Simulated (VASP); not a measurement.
## HfSiO4 (Hafnon): single point with BLYP+D4

HfSiO4 (Hafnon):

```
Hf Si O
1.0
    -3.30515    3.30515    3.01478
     3.30515   -3.30515    3.01478
     3.30515    3.30515   -3.01478
Hf Si O
2 2 8
Direct
  0.00000 0.00000 0.00000
  0.75000 0.25000 0.50000
  0.50000 0.50000 0.00000
  0.25000 0.75000 0.50000
  0.67950 0.49460 0.81510
  0.24460 0.92950 0.31510
  0.67950 0.86441 0.18490
  0.61441 0.92950 0.68490
  0.07050 0.38559 0.31510
  0.50540 0.32050 0.18490
  0.07050 0.75540 0.68490
  0.13559 0.32050 0.81510
```

```yaml
Program: VASP 6.6.1
Task: single point
Functional: BLYP
Dispersion: D4
Potentials_or_basis: VASP PAW PBE potentials, release 64 (Hf_pv, Si, O)
Cutoff: 520 eV
k_mesh: 6 × 6 × 6
Occupations: fermi-dirac, width 0.05 eV
Spin: no spin polarisation
```

| Item | Value |
| --- | --- |
| Pressure | -0.8 GPa |
| Largest force | 0.235 eV/Å |
| Band gap on the k mesh | 5.32 eV, indirect (least direct gap 5.66 eV) |
| Dispersion energy per atom | -0.367 eV |

Forces in eV/Å, atoms in the order of the input:
```
Hf   0.000  0.000  0.000
Hf   0.000  0.000  0.000
Si   0.000  0.000  0.000
Si   0.000  0.000  0.000
O   -0.170  0.000  0.163
O    0.000 -0.170  0.163
O    0.170  0.000  0.163
O    0.000  0.170  0.163
O   -0.170  0.000 -0.163
O    0.000  0.170 -0.163
O    0.170  0.000 -0.163
O    0.000 -0.170 -0.163
```

Stress tensor (GPa, compression positive):
```
-1.01  0.00  0.00
 0.00 -1.01  0.00
 0.00  0.00 -0.42
```

Levels at points of the mesh, in eV from the valence-band top:
| k point | band 35 | band 36 | band 37 | band 38 | band 39 | band 40 | band 41 | band 42 |
| --- | --- | --- | --- | --- | --- | --- | --- | --- |
| (0.00, 0.00, 0.00) | -0.59 | -0.59 | -0.54 | 0.00 | 5.66 | 5.92 | 6.07 | 6.07 |
| (0.50, 0.00, 0.00) | -0.90 | -0.80 | -0.27 | -0.20 | 5.55 | 5.71 | 6.40 | 6.55 |
| (0.50, 0.50, 0.00) | -0.90 | -0.90 | -0.58 | -0.58 | 5.33 | 5.33 | 6.37 | 6.37 |
| (0.50, 0.50, 0.50) | -1.08 | -1.08 | -0.88 | -0.88 | 6.10 | 6.10 | 6.53 | 6.53 |

Run time: 7 min on 1 thread of Intel Xeon 8259CL (shared host), peak memory 0.36 GiB.

Caveat: the PAW data sets were made with another functional, which shifts forces and pressure a little; spin-orbit coupling is left out, which moves the levels of the heavy elements. A k mesh can miss the band edges.
